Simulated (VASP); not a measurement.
# NaF (Villiaumite) (Fm-3m) in VASP: settings compared, part 2 of 2

VASP 6.6.1.

### Step 3. Single point, PBEsol (volume scaled by 0.98)

The input, INCAR:

```
ALGO = Normal ; EDIFF = 1E-7
ENCUT = 520 ; GGA = PS
ISIF = 2 ; ISMEAR = -1
LASPH = T ; LCHARG = F
LREAL = F ; LWAVE = F
NBANDS = 14 ; NELM = 60
PREC = Accurate ; SIGMA = 0.05
```

The input, KPOINTS:

```
k-points
0
Gamma
  10 10 10
```

The input, POSCAR:

```
NaF
1.0
    0.0000000000      2.3044290610      2.3044290610
    2.3044290610      0.0000000000      2.3044290610
    2.3044290610      2.3044290610      0.0000000000
Na F
1 1
Direct
    0.0000000000      0.0000000000      0.0000000000
    0.5000000000      0.5000000000      0.5000000000
```

Potentials or basis: VASP PAW PBE potentials, release 64 (Na_pv, F).

Started as:

```
cat potpaw_PBE.64/Na_pv/POTCAR potpaw_PBE.64/F/POTCAR > POTCAR
mpirun -np 1 vasp_std > vasp.out
```

OUTCAR:

```text
EDIFF = 1E-7
   ENCUT = 520
   GGA = PS
   ISIF = 2
   ISMEAR = -1
   LASPH = T
   LREAL = F
   NELM = 60
   PREC = Accurate

 ion  position               nearest neighbor table
   1  0.000  0.000  0.000-   2 2.30   2 2.30   2 2.30   2 2.30   2 2.30   2 2.30
   2  0.500  0.500  0.500-   1 2.30   1 2.30   1 2.30   1 2.30   1 2.30   1 2.30

  LATTYP: Found a face centered cubic cell.
 ALAT       =     4.6088581220

  Lattice vectors:

 A1 = (   0.0000000000,   2.3044290610,   2.3044290610)
 A2 = (   2.3044290610,   0.0000000000,   2.3044290610)
 A3 = (   2.3044290610,   2.3044290610,   0.0000000000)

Analysis of symmetry for initial positions (statically):
=====================================================================
 Subroutine PRICEL returns:
 Original cell was already a primitive cell.

 Routine SETGRP: Setting up the symmetry group for a
 face centered cubic supercell.

 Subroutine GETGRP returns: Found 48 space group operations
 (whereof 48 operations were pure point group operations)
 out of a pool of 48 trial point group operations.

[... 165 lines left out ...]
 fundamental gap:      6.2466963401
 Fermi energy:        -1.0767511096

 k-point     1 :       0.0000    0.0000    0.0000
  band No.  band energies     occupation
      1     -21.1914      2.00000
      2     -20.8270      2.00000
      3     -20.8270      2.00000
      4     -20.8270      2.00000
      5      -2.1062      2.00000
      6      -2.1062      2.00000
      7      -2.1062      2.00000
      8       4.1405      0.00000
      9      16.8513      0.00000
     10      16.8513      0.00000
     11      16.8513      0.00000
     12      19.5686      0.00000
     13      21.9740      0.00000
     14      21.9740      0.00000
[... 377 lines left out ...]
      1     -21.4065      2.00000
      2     -20.8792      2.00000
      3     -20.8704      2.00000
      4     -20.4804      2.00000
      5      -3.3297      2.00000
      6      -2.5031      2.00000
      7      -2.4446      2.00000
      8       8.4563      0.00000
      9      11.6074      0.00000
     10      14.6831      0.00000
     11      17.5659      0.00000
     12      17.6070      0.00000
     13      23.5089      0.00000
     14      24.6522      0.00000

 [... further k-points ...]
[... 5 lines left out ...]
  --------------------------------------------------------------------------------------
  -------------------------------------------------------------------------------------
  Total        0.1014086      0.1014086      0.1014086     -0.0000000      0.0000000     -0.0000000
  in kB        6.6384298      6.6384298      6.6384298     -0.0000000      0.0000000     -0.0000000
  external PRESSURE =       6.6384298 kB  Pullay stress =       0.0000000 kB

 VOLUME and BASIS-vectors are now :
 -----------------------------------------------------------------------------
  energy-cutoff  :      520.00
  volume of cell :       24.47
      direct lattice vectors                 reciprocal lattice vectors
     0.000000000  2.304429061  2.304429061    -0.216973483  0.216973483  0.216973483
     2.304429061  0.000000000  2.304429061     0.216973483 -0.216973483  0.216973483
     2.304429061  2.304429061  0.000000000     0.216973483  0.216973483 -0.216973483

 POSITION                                       TOTAL-FORCE (eV/Angst)
 -----------------------------------------------------------------------------------
      0.00000      0.00000      0.00000         0.000000      0.000000      0.000000
      2.30443      2.30443      2.30443         0.000000      0.000000      0.000000
 -----------------------------------------------------------------------------------
    total drift:                                0.000000     -0.000000      0.000000

  FREE ENERGIE OF THE ION-ELECTRON SYSTEM (eV)
  ---------------------------------------------------
  free  energy   TOTEN  =        -8.7675470668 eV

  energy  without entropy=       -8.7675470667  energy(sigma->0) =       -8.76754707
```

stdout:

```text
POSCAR found type information on POSCAR NaF
 POSCAR found :  2 types and       2 ions
 scaLAPACK will be used
 -----------------------------------------------------------------------------
|                                                                             |
|                                                                             |
|     You enforced a specific xc type in the INCAR file but a different       |
|     I HOPE YOU KNOW WHAT YOU ARE DOING!                                     |
|                                                                             |
 -----------------------------------------------------------------------------

 LDA part: xc-table for (Slater+PW92), standard interpolation
 POSCAR, INCAR and KPOINTS ok, starting setup
 FFT: planning ... GRIDC
 FFT: planning ... GRID_SOFT
 FFT: planning ... GRID
 WAVECAR not read
 entering main loop
```

It took 11 s on 1 thread of Intel Xeon 8259CL, shared host; peak memory 0.14 GiB.

What came out:

* Free energy: -8.7675 eV
* Pressure: 0.7 GPa
* Band gap on the k mesh: 6.25 eV, direct

Caveat: the PAW data sets were made with another functional, which shifts forces and pressure a little.

### Step 4. Single point, PBEsol (volume scaled by 1.02)

The input, INCAR:

```
SYSTEM = NaF
PREC = Accurate ; ENCUT = 520
EDIFF = 1E-6 ; ISMEAR = -1
SIGMA = 0.05 ; LREAL = .FALSE.
LASPH = .TRUE. ; NELM = 100
ALGO = Normal ; ISIF = 2
LWAVE = .FALSE. ; LCHARG = .FALSE.
GGA = PS ; NBANDS = 14
```

The input, KPOINTS:

```
regular mesh
0
G
  10 10 10
  0 0 0
```

The input, POSCAR:

```
NaF
1.0
    0.0000000000      2.3353646862      2.3353646862
    2.3353646862      0.0000000000      2.3353646862
    2.3353646862      2.3353646862      0.0000000000
Na F
1 1
Direct
    0.0000000000      0.0000000000      0.0000000000
    0.5000000000      0.5000000000      0.5000000000
```

Potentials or basis: VASP PAW PBE potentials, release 64 (Na_pv, F).

Started as:

```
cat potpaw_PBE.64/Na_pv/POTCAR potpaw_PBE.64/F/POTCAR > POTCAR
mpirun -np 1 vasp_std > vasp.out
```

OUTCAR:

```text
SYSTEM = NaF
   PREC = Accurate
   ENCUT = 520
   EDIFF = 1E-6
   ISMEAR = -1
   LREAL = .FALSE.
   LASPH = .TRUE.
   NELM = 100
   ISIF = 2
   GGA = PS

 ion  position               nearest neighbor table
   1  0.000  0.000  0.000-   2 2.34   2 2.34   2 2.34   2 2.34   2 2.34   2 2.34
   2  0.500  0.500  0.500-   1 2.34   1 2.34   1 2.34   1 2.34   1 2.34   1 2.34

  LATTYP: Found a face centered cubic cell.
 ALAT       =     4.6707293724

  Lattice vectors:

 A1 = (   0.0000000000,   2.3353646862,   2.3353646862)
 A2 = (   2.3353646862,   0.0000000000,   2.3353646862)
 A3 = (   2.3353646862,   2.3353646862,   0.0000000000)

Analysis of symmetry for initial positions (statically):
=====================================================================
 Subroutine PRICEL returns:
 Original cell was already a primitive cell.

 Routine SETGRP: Setting up the symmetry group for a
 face centered cubic supercell.

 Subroutine GETGRP returns: Found 48 space group operations
 (whereof 48 operations were pure point group operations)
 out of a pool of 48 trial point group operations.

The static configuration has the point symmetry O_h .

[... 174 lines left out ...]
      6      -2.2751      2.00000
      7      -2.2751      2.00000
      8       3.7644      0.00000
      9      16.4023      0.00000
     10      16.4023      0.00000
     11      16.4023      0.00000
     12      19.0366      0.00000
     13      21.3971      0.00000
     14      21.3971      0.00000
[... 377 lines left out ...]
      1     -21.5705      2.00000
      2     -21.1616      2.00000
      3     -21.1541      2.00000
      4     -20.7181      2.00000
      5      -3.4368      2.00000
      6      -2.6518      2.00000
      7      -2.5966      2.00000
      8       7.9853      0.00000
      9      11.2717      0.00000
     10      14.1028      0.00000
     11      16.9326      0.00000
     12      16.9662      0.00000
     13      22.6746      0.00000
     14      23.9890      0.00000

 [... further k-points ...]

------------------------ aborting loop because EDIFF is reached ----------------------------------------

  FORCE on cell =-STRESS in cart. coord.  units (eV):
  Direction    XX          YY          ZZ          XY          YZ          ZX
  --------------------------------------------------------------------------------------
  -------------------------------------------------------------------------------------
  Total       -0.2111724     -0.2111724     -0.2111724      0.0000000      0.0000000     -0.0000000
  in kB      -13.2817002    -13.2817002    -13.2817002      0.0000000      0.0000000     -0.0000000
  external PRESSURE =     -13.2817002 kB  Pullay stress =       0.0000000 kB

 VOLUME and BASIS-vectors are now :
 -----------------------------------------------------------------------------
  energy-cutoff  :      520.00
  volume of cell :       25.47
      direct lattice vectors                 reciprocal lattice vectors
     0.000000000  2.335364686  2.335364686    -0.214099324  0.214099324  0.214099324
     2.335364686  0.000000000  2.335364686     0.214099324 -0.214099324  0.214099324
     2.335364686  2.335364686  0.000000000     0.214099324  0.214099324 -0.214099324

 POSITION                                       TOTAL-FORCE (eV/Angst)
 -----------------------------------------------------------------------------------
      0.00000      0.00000      0.00000        -0.000000     -0.000000      0.000000
      2.33536      2.33536      2.33536         0.000000      0.000000     -0.000000
 -----------------------------------------------------------------------------------
    total drift:                                0.000000      0.000000      0.000000

  FREE ENERGIE OF THE ION-ELECTRON SYSTEM (eV)
  ---------------------------------------------------
  free  energy   TOTEN  =        -8.7671117059 eV

  energy  without entropy=       -8.7671117059  energy(sigma->0) =       -8.76711171
```

Wall time 19 s (1 thread of Intel Xeon 8259CL, shared host); peak memory 0.15 GiB.

What came out:

| Item | Value |
| --- | --- |
| Free energy | -8.7671 eV |
| Pressure | -1.3 GPa |
| Band gap on the k mesh | 6.04 eV, direct |

Caveat: the PAW data sets were made with another functional, which shifts forces and pressure a little. A k mesh can miss the band edges.

### Step 5. Summary

| level | cell | k mesh | gap on the mesh (eV) | pressure (GPa) |
| --- | --- | --- | --- | --- |
| PBE | a = 3.281 Å, angles 60.0°, 2 atoms | 8 × 8 × 8 | 6.28 | 1.8 |
| PBEsol | a = 3.259 Å, angles 60.0°, 2 atoms | 10 × 10 × 10 | 6.25 | 0.7 |
| PBEsol | a = 3.303 Å, angles 60.0°, 2 atoms | 10 × 10 × 10 | 6.04 | -1.3 |

Alike in all rows: task single point; potentials or basis VASP PAW PBE potentials, release 64 (Na_pv, F); no spin polarisation; cutoff (eV) 520; smearing fermi-dirac 0.05 eV.

Caveats: the PAW data sets were made with another functional, which shifts forces and pressure a little (some runs).

Absolute energies hang on the potentials; compare differences alone.
